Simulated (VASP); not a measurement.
The system is YSi6.

```
CELL_PARAMETERS angstrom
2.76768 1.59792 3.52525
-2.76768 1.59792 3.52525
0.00000 -3.19584 3.52525
ATOMIC_POSITIONS crystal
Y 0.50000 0.50000 0.50000
Si 0.13371 0.13371 0.54689
Si 0.54689 0.13371 0.13371
Si 0.13371 0.54689 0.13371
Si 0.45311 0.86629 0.86629
Si 0.86629 0.86629 0.45311
Si 0.86629 0.45311 0.86629
```

The cell was built from a structure type or drawn by symmetry, and may not be a known phase.

| Property | Result |
| --- | --- |
| Program | VASP 6.6.1 |
| Task | relaxation of cell and atoms |
| Functional | PBE |
| Potentials or basis | VASP PAW PBE potentials, release 64 (Y_sv, Si) |
| Cutoff | 600 eV |
| k mesh | 6 × 6 × 6 |
| Occupations | gaussian, width 0.1 eV |
| Spin | no spin polarisation |

At the start: pressure 42.9 GPa; volume 13.36 Å³/atom.

Task: Where does the relaxation end?

Result: Over 14 steps the energy falls by 477.0 meV/atom and the volume is 17.05 Å³/atom (+27.6 %); space group R-3m (No. 166, to 0.1 Å) before and after.

Step by step:
```tsv
step	energy change (eV)	largest force (eV/Å)	pressure (GPa)	volume (Å³)
1	0.0000	1.7418	42.90	93.54
2	-1.6631	0.4600	-11.64	150.76
3	-3.0609	0.1885	-0.54	121.22
4	-3.0620	0.1718	-0.10	120.62
5	-3.1378	0.0722	-0.30	120.85
6	-3.1756	0.3212	-0.11	121.03
7	-3.1781	0.4085	0.05	121.07
8	-3.2408	0.4153	-0.32	121.32
9	-3.2229	0.3656	-1.06	121.76
10	-3.2802	0.3732	-0.73	121.58
11	-3.3302	0.1348	-0.44	120.34
12	-3.3381	0.0201	-0.17	119.58
13	-3.3381	0.0151	-0.18	119.63
14	-3.3393	0.0061	0.08	119.34
```

Final structure:
```yaml
crystal:
  lattice:
    - [2.85643, 1.64916, 4.22214]
    - [-2.85643, 1.64916, 4.22214]
    - [0.00000, -3.29832, 4.22214]
  atoms:
    - { symbol: Y, position: [0.50000, 0.50000, 0.50000] }
    - { symbol: Si, position: [0.11780, 0.11780, 0.55675] }
    - { symbol: Si, position: [0.55675, 0.11780, 0.11780] }
    - { symbol: Si, position: [0.11780, 0.55675, 0.11780] }
    - { symbol: Si, position: [0.44325, 0.88220, 0.88220] }
    - { symbol: Si, position: [0.88220, 0.88220, 0.44325] }
    - { symbol: Si, position: [0.88220, 0.44325, 0.88220] }
```

Caveat: the volume moved by over 15 % at a fixed basis, so the end points are rough.
